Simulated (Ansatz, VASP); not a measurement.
## Two plane-wave programs on LiF

```
Li F
1.0
     2.94997    0.00000    0.00000
    -1.47499    2.55475    0.00000
     0.00000    0.00000    5.06392
Li F
2 2
Direct
  0.33333 0.66667 0.38107
  0.66667 0.33333 0.88107
  0.33333 0.66667 0.99393
  0.66667 0.33333 0.49393
```

Alike in both runs: task single point; functional PBE; k mesh 9 × 9 × 6; occupations gaussian, width 0.05 eV; no spin polarisation.

```csv
,VASP,Ansatz
version,VASP 6.6.1,Ansatz 0.2.0
potentials or method,"VASP PAW PBE potentials, release 64 (Li_sv, F), cutoff 520 eV","scalar-relativistic, plane waves, PAW"
valence electrons in the cell,20,20
```

|  | VASP | Ansatz | Ansatz less VASP |
| --- | --- | --- | --- |
| gap on the k mesh at the Fermi level (eV) | 8.10 | 8.11 | +0.015 |
| least direct gap on the mesh (eV) | 8.10 | 8.11 | +0.015 |
| rms of the force components (eV/Å) | 0.191 | 0.180 | -0.0106 |

Atom by atom the forces differ by 0.011 eV/Å (rms over components). With one functional, cell and mesh, what is left measures potentials, basis and numerics.

Noted on VASP's run: the cutoff is short for stress, so the pressure is rough.
